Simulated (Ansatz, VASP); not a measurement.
Two plane-wave programs on Se

```xyz
4
Lattice="2.1530 1.2430 9.9845 -2.1530 1.2430 9.9845 0.0000 -2.4861 9.9845" Properties=species:S:1:pos:R:3 pbc="T T T"
Se    0.0000    0.0000    2.2750
Se    0.0000    0.0000   27.6786
Se    0.0000    0.0000    7.0176
Se    0.0000    0.0000   22.9359
```

Alike in both runs: functional PBE; k mesh 6 × 6 × 6; occupations gaussian, width 0.1 eV; no spin polarisation.

Ansatz relaxed the structure, and its values are those at the end. VASP's run is a single point on that final structure, the one shown.

|  | VASP | Ansatz |
| --- | --- | --- |
| version | VASP 6.6.1 | Ansatz 0.2.0 |
| potentials or method | VASP PAW PBE potentials, release 64 (Se), cutoff 520 eV | scalar-relativistic, plane waves, PAW |
| valence electrons in the cell | 24 | 64 |

```tsv
	VASP	Ansatz	Ansatz less VASP
gap on the k mesh at the Fermi level (eV)	none	none	-
pressure (GPa)	0.0	0.0	-0.02
rms of the force components (eV/Å)	0.004	0.007	+0.0027
```

A gap of «none» marks a metal or a gap that the smearing closes. VASP's potentials hold 24 valence electrons a cell and Ansatz's 64, so a difference there can come from the potentials and not from the codes.
